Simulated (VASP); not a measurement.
Input of a VASP 6.6.1 run:

INCAR

```
SYSTEM = Y
PREC = Accurate ; ENCUT = 520
EDIFF = 1E-7 ; ISMEAR = -1
SIGMA = 0.1 ; LREAL = .False.
LASPH = .True. ; NELM = 80
ALGO = Normal ; ISIF = 2
LWAVE = .False. ; LCHARG = .False.
GGA = RE ; NBANDS = 18
```

File KPOINTS:

```
Automatic mesh
0
Gamma
  16 16 9
  0 0 0
```

File POSCAR:

```
Y
1.0
    3.5319297990      0.0000000000      0.0000000000
   -1.7659648995      3.0587409303      0.0000000000
    0.0000000000      0.0000000000      5.5166435561
Y
2
Direct
    0.3333333333      0.6666666667      0.2500000000
    0.6666666667      0.3333333333      0.7500000000
```

Potentials or basis: VASP PAW PBE potentials, release 64 (Y_sv).

Run with:

```bash
$ cat potpaw_PBE.64/Y_sv/POTCAR > POTCAR
$ mpirun -np 1 vasp_std > vasp.out
```

Question: Predict the pressure.

Answer: 5.8 GPa.

Question: Estimate the band gap on the k mesh.

Answer: Zero (band 11 reaches 4.78 eV, above the bottom of band 12 at 3.10 eV).

Stress tensor (GPa, compression positive):
```
5.76 0.00 0.00
0.00 5.76 0.00
0.00 0.00 5.87
```

Caveat: the PAW data sets were made with another functional, which shifts forces and pressure a little.
